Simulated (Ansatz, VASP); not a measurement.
## Ag2Te9Pd14 in VASP and in Ansatz

```
CELL_PARAMETERS angstrom
-4.47995 4.47995 5.91100
4.47995 -4.47995 5.91100
4.47995 4.47995 -5.91100
ATOMIC_POSITIONS crystal
Ag 0.69190 0.69190 0.00000
Ag 0.30810 0.30810 0.00000
Te 0.00000 0.00000 0.00000
Te 0.33600 0.77420 0.81420
Te 0.77420 0.96000 0.43820
Te 0.96000 0.52180 0.18580
Te 0.52180 0.33600 0.56180
Te 0.66400 0.22580 0.18580
Te 0.22580 0.04000 0.56180
Te 0.04000 0.47820 0.81420
Te 0.47820 0.66400 0.43820
Pd 0.64060 0.93340 0.85080
Pd 0.93340 0.08260 0.29280
Pd 0.08260 0.78980 0.14920
Pd 0.78980 0.64060 0.70720
Pd 0.35940 0.06660 0.14920
Pd 0.06660 0.91740 0.70720
Pd 0.91740 0.21020 0.85080
Pd 0.21020 0.35940 0.29280
Pd 0.40680 0.70510 0.11190
Pd 0.70510 0.59320 0.29830
Pd 0.59320 0.29490 0.88810
Pd 0.29490 0.40680 0.70170
Pd 0.00000 0.50000 0.50000
Pd 0.50000 0.00000 0.50000
```

Alike in both runs: task electric field gradients; functional PBE; k mesh 5 × 5 × 5; occupations tetrahedron; no spin polarisation.

|  | VASP | Ansatz |
| --- | --- | --- |
| version | VASP 6.6.1 | Ansatz 0.2.0 |
| potentials or method | VASP PAW PBE potentials, release 64 (Ag, Te, Pd) | plane-wave PAW, scalar-relativistic |
| plane-wave cutoff (eV) | 400 | 420 |
| valence electrons in the cell | 216 | 434 |

```tsv
	VASP	Ansatz	Ansatz less VASP
pressure (GPa)	4.8	5.2	+0.40
traceless stress, the component that is largest in VASP (GPa)	-0.27	-0.26	+0.010
rms of the force components (eV/Å)	0.090	0.090	+0.0001
size of Vzz on the site where it differs most (V/Å²)	16.8	53.9	+37.12
```

Atom by atom the forces differ by 0.002 eV/Å (rms over components). VASP's potentials hold 216 valence electrons a cell and Ansatz's 434, so a difference there can come from the potentials and not from the codes. Ansatz's warnings: band table not solved further, tetrahedron derivatives may miss energy slope.

Neither program's run includes spin-orbit coupling.
